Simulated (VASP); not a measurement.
# MgB2: single point with LDA

The system is MgB2.

```
CELL_PARAMETERS angstrom
3.14551 0.00000 0.00000
-1.57275 2.72409 0.00000
0.00000 0.00000 3.59210
ATOMIC_POSITIONS crystal
Mg 0.00000 0.00000 0.00000
B 0.66667 0.33333 0.50000
B 0.33333 0.66667 0.50000
```

This cell differs from its parent crystal: volume scaled by 1.06.

* Program: VASP 6.6.1
* Task: single point
* Functional: LDA
* Potentials or basis: VASP PAW LDA potentials, release 64 (Mg, B)
* Cutoff: 520 eV
* k mesh: 10 × 10 × 8
* Occupations: fermi-dirac, width 0.05 eV
* Spin: no spin polarisation
* Dipole correction: no
* Further INCAR settings: ALGO = Normal; EDIFF = 1e-06; NBANDS = 11

- Pressure: -15.1 GPa
- Band gap on the k mesh: zero (band 4 reaches 5.91 eV, above the bottom of band 5 at 3.51 eV)

Stress tensor (GPa, compression positive):
```
-16.37   0.00   0.00
  0.00 -16.37   0.00
  0.00   0.00 -12.70
```

Levels at points of the mesh, in eV from the Fermi level:
```csv
k point,band 1,band 2,band 3,band 4,band 5,band 6,band 7,band 8,band 9
"(0.00, 0.00, 0.00)",-11.98,-2.85,0.29,0.29,1.45,5.99,5.99,7.55,9.29
"(0.50, 0.00, 0.00)",-8.26,-7.56,-2.12,0.20,2.88,3.71,4.99,6.42,11.75
"(0.00, 0.00, 0.50)",-10.76,-7.19,0.64,0.64,6.36,6.36,7.50,9.10,9.31
"(0.50, 0.00, 0.50)",-7.32,-6.68,-3.44,-1.83,-1.33,5.34,8.03,8.40,12.21
```

Wall time 12 s on 1 thread of AMD EPYC 7R13 (shared host), peak memory 0.15 GiB.
